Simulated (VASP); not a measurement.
Wanted: the native input for a VASP 6.6.1 run.

```yaml
Task: single point
Functional: revPBE
Potentials_or_basis: VASP PAW PBE potentials, release 64 (Li_sv)
Cutoff: 520 eV
k_mesh: 15 × 15 × 15
Occupations: fermi-dirac, width 0.1 eV
Spin: no spin polarisation
Dipole_correction: no
Further_INCAR_settings: ALGO = Normal; EDIFF = 1e-07; NBANDS = 10
```

The structure of Li lies in POSCAR:

```
Li
1.0
    0.0000000000      3.0092240651      3.0092240651
    3.0092240651      0.0000000000      3.0092240651
    3.0092240651      3.0092240651      0.0000000000
Li
2
Direct
    0.1250000000      0.1250000000      0.1250000000
    0.8750000000      0.8750000000      0.8750000000
```

One way to write it, as run:

INCAR

```
SYSTEM = Li
ALGO     = Normal         ! electronic algorithm
EDIFF    = 1E-7           ! SCF threshold, eV
ENCUT    = 520            ! plane-wave cutoff, eV
GGA      = RE             ! functional
ISIF     = 2              ! what is computed and relaxed
ISMEAR   = -1             ! smearing method
LASPH    = .True.         ! aspherical terms in the spheres
LCHARG   = .False.        ! write CHGCAR
LREAL    = .False.        ! projectors in reciprocal space
LWAVE    = .False.        ! write WAVECAR
NBANDS   = 10             ! bands
NELM     = 60             ! most SCF steps
PREC     = Accurate       ! precision mode
SIGMA    = 0.1            ! smearing width, eV
```

KPOINTS

```
k-points
0
Gamma
  15 15 15
  0 0 0
```

Potentials or basis: VASP PAW PBE potentials, release 64 (Li_sv).

The run is started by

```sh
$ cat potpaw_PBE.64/Li_sv/POTCAR > POTCAR
$ mpirun -np 1 vasp_std > vasp.out
```

It gave:

```
Band gap on the k mesh : zero (band 3 reaches 0.46 eV, above the bottom of band 4 at -0.24 eV)
```

Wall time 30 s on 1 thread of Intel(R) Xeon(R) Platinum 8259CL CPU @ 2.50GHz (Skylake/Cascade Lake), on a shared host, peak memory 0.19 GiB.
